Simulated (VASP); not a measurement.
# HfO2: single point with PBE

Crystal: HfO2.

```
Hf O
1.0
     3.55802    0.00000    0.00000
     0.00000    3.55802    0.00000
     0.00000    0.00000    5.17186
Hf O
2 4
Direct
  0.60972 0.50000 0.45672
  0.00000 0.00000 0.00000
  0.00000 0.50000 0.69721
  0.50000 0.00000 0.80279
  0.50000 0.00000 0.30279
  0.00000 0.50000 0.19721
```

This cell differs from its parent crystal: atom 1 (Hf) moved -0.450 Å towards its neighbour atom 3 (O) at 2.051 Å.

| Property | Result |
| --- | --- |
| Program | VASP 6.6.1 |
| Task | single point |
| Functional | PBE |
| Potentials or basis | VASP PAW PBE potentials, release 64 (Hf_pv, O) |
| Cutoff | 520 eV |
| k mesh | 6 × 6 × 6 |
| Occupations | gaussian, width 0.05 eV |
| Spin | no spin polarisation |

* Pressure: 18.8 GPa
* Largest force: 6.188 eV/Å
* Band gap on the k mesh: 3.90 eV (least direct gap 4.23 eV)

Forces in eV/Å, atoms in the order of the input:
```
Hf  -4.628  0.000  4.108
Hf   0.352  0.000 -3.128
O    2.388  0.000  1.261
O    0.318  0.000  0.525
O    0.107  0.000 -1.315
O    1.463  0.000 -1.451
```

Stress tensor (GPa, compression positive):
```
14.99  0.00  2.40
 0.00 22.29  0.00
 2.40  0.00 19.14
```

Levels at points of the mesh, in eV from the valence-band top:
```csv
k point,band 18,band 19,band 20,band 21,band 22,band 23,band 24,band 25,band 26,band 27
"(0.00, 0.00, 0.00)",-2.26,-1.45,-1.08,-0.70,-0.13,4.11,4.25,5.50,5.60,5.79
"(0.50, 0.00, 0.00)",-2.11,-2.03,-2.01,-1.37,-0.54,4.35,4.61,5.51,6.28,6.83
"(0.00, 0.50, 0.00)",-2.58,-2.18,-1.89,-0.84,-0.33,3.90,4.60,5.65,5.95,6.45
"(0.50, 0.50, 0.00)",-2.26,-2.03,-1.00,-0.78,-0.20,4.92,4.93,5.71,5.73,6.50
"(0.00, 0.00, 0.50)",-2.70,-1.95,-1.67,-0.80,-0.10,4.38,4.77,5.62,5.89,7.50
"(0.50, 0.00, 0.50)",-2.21,-1.99,-1.89,-1.65,-1.29,4.58,4.87,5.24,5.83,6.63
"(0.00, 0.50, 0.50)",-2.81,-2.09,-1.98,-1.39,-1.19,4.04,4.82,4.99,6.05,6.67
"(0.50, 0.50, 0.50)",-2.53,-2.46,-1.79,-0.71,0.00,5.03,5.04,5.90,6.25,6.53
```

It took 81 s on 1 thread of AMD EPYC 9R45 96-Core Processor (Zen 5) (shared host), peak memory 0.24 GiB.

Caveat: the cell differs from its parent crystal (atom 1 (Hf) moved -0.450 Å towards its neighbour atom 3 (O) at 2.051 Å); the stress differs along the axes, from 15 to 22 GPa; spin-orbit coupling is left out, which moves the levels of the heavy elements; forces of over 1 eV/Å act on the atoms, so gaps and moduli don't describe the material at rest. A k mesh can miss the band edges.
